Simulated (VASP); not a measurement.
A run of VASP 6.6.1 is set up as follows.

File POSCAR:

```
TaN
1.0
    0.0000000000      2.0700500000      2.1245250000
    2.0700500000      0.0000000000      2.1245250000
    2.0700500000      2.0700500000      0.0000000000
Ta N
1 1
Direct
    0.5000000000      0.5000000000      0.5000000000
    0.0000000000      0.0000000000      0.0000000000
```

The input INCAR.step1:

```
SYSTEM = TaN
PREC = Accurate ; ENCUT = 520
ISMEAR = 0 ; SIGMA = 0.15
LREAL = .FALSE. ; LASPH = .TRUE.
NELM = 80 ; NBANDS = 15
GGA = PE ; ALGO = Normal
EDIFF = 1E-4 ; LWAVE = .TRUE.
LCHARG = .FALSE.
```

Contents of INCAR.step2:

```
SYSTEM = TaN
PREC = Accurate ; ENCUT = 520
EDIFF = 1E-6 ; ISMEAR = 0
SIGMA = 0.15 ; LREAL = .FALSE.
LASPH = .TRUE. ; NELM = 80
ALGO = Normal ; ISIF = 2
LWAVE = .FALSE. ; LCHARG = .FALSE.
METAGGA = R2SCAN ; LMIXTAU = .TRUE.
NBANDS = 15 ; ISTART = 1
```

The input KPOINTS:

```
regular mesh
0
G
  18 18 18
  0 0 0
```

Potentials or basis: VASP PAW PBE potentials, release 64 (Ta_pv, N).

The run is started by

```bash
$ cat potpaw_PBE.64/Ta_pv/POTCAR potpaw_PBE.64/N/POTCAR > POTCAR
$ cp INCAR.step1 INCAR
$ mpirun -np 1 vasp_std > vasp.out
$ cp INCAR.step2 INCAR
$ mpirun -np 1 vasp_std > vasp.out
```

Problem. What does it give for the pressure?

Solution. 80.1 GPa.

Problem. What does it give for the band gap on the k mesh?

Solution. Zero (bands 8 and 9 overlap by 4.87 eV).

Stress tensor (GPa, compression positive):
```
90.47  0.00  0.00
 0.00 90.47  0.00
 0.00  0.00 59.50
```

Caveat: the cell differs from its parent crystal (strain -0.050 along x and y, -0.025 along z); the stress differs along the axes, from 60 to 90 GPa; the PAW data sets were made with another functional, which shifts forces and pressure a little; spin-orbit coupling is left out, which moves the levels of the heavy elements.
